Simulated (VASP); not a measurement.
Runs of VASP 6.6.1 on SnSe2. The structure is that of space group P-3m1 (No. 164), or close to it. The cells are those of the table. 

| cell | gap on the mesh (eV) | pressure (GPa) | largest force (eV/Å) |
| --- | --- | --- | --- |
| a = 3.787, b = 3.787, c = 6.287 Å, angles 90.0, 90.0, 120.0°, 3 atoms | 0.70 | (b) | 0.27 |
| a = 3.749, b = 3.749, c = 6.340 Å, angles 90.0, 90.0, 120.0°, 3 atoms | 0.61 | 4.9 | 0.28 |
| a = 3.672, b = 3.672, c = 6.428 Å, angles 90.0, 90.0, 120.0°, 3 atoms | 0.44 | 7.2 | (c) |
| a = 3.710, b = 3.710, c = 6.385 Å, angles 90.0, 90.0, 120.0°, 3 atoms | (a) | (d) | 0.29 |
| a = 3.825, b = 3.825, c = 6.227 Å, angles 90.0, 90.0, 120.0°, 3 atoms | 0.79 | 3.0 | 0.26 |

Alike in all rows: task single point; level PBE; potentials or basis VASP PAW PBE potentials, release 64 (Sn_d, Se); no spin polarisation; k mesh 6 × 6 × 2; cutoff (eV) 520; smearing gaussian 0.01 eV.

**Question.** Fill in the values left out.

**Answer.** (a) 0.53; (b) 3.9; (c) 0.30; (d) 6.0.

Caveats: all runs use coarse meshes; spin-orbit coupling is left out, which moves the levels of the heavy elements; this functional lacks dispersion, which binds the layers, so the pressure and a relaxed spacing across them are unreliable.

A k mesh can miss the band edges, and the runs leave out spin-orbit coupling on Se, Sn.
